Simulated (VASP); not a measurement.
Tl, 4 atoms in the cell. It takes space group P6_3/mmc (No. 194, hexagonal). Conventional cell: a = 3.724 Å, b = 3.724 Å, c = 11.782 Å, α = 90.00°, β = 90.00°, γ = 120.00°. Tl (site symmetry -3m) has 12 Tl at 3.65 to 3.72 Å within 4.8 Å. Within 4.8 Å of Tl (site symmetry -6m2) lie 12 Tl at 3.65 to 3.72 Å. 

```yaml
Program: VASP 6.6.1
Task: single point
Functional: BLYP
Potentials_or_basis: VASP PAW PBE potentials, release 64 (Tl_d)
Cutoff: 520 eV
k_mesh: 11 × 11 × 3
Occupations: fermi-dirac, width 0.1 eV
Spin: no spin polarisation
Dipole_correction: no
Further_INCAR_settings: ALGO = Normal; EDIFF = 1e-06; NBANDS = 34
```

Potentials or basis: VASP PAW PBE potentials, release 64 (Tl_d).

Run with:

```sh
$ cat potpaw_PBE.64/Tl_d/POTCAR > POTCAR
$ mpirun -np 1 vasp_std > vasp.out
```

Hardware: 1 thread of Oxide Virtual Turin-like Processor, on a shared host.

Question: How long does it take, and how much memory?

Answer: Wall time 2.2 min on 1 thread of Oxide Virtual Turin-like Processor, with other jobs on the host, peak memory 0.27 GiB. Counts: scf iterations 11, k points 32.
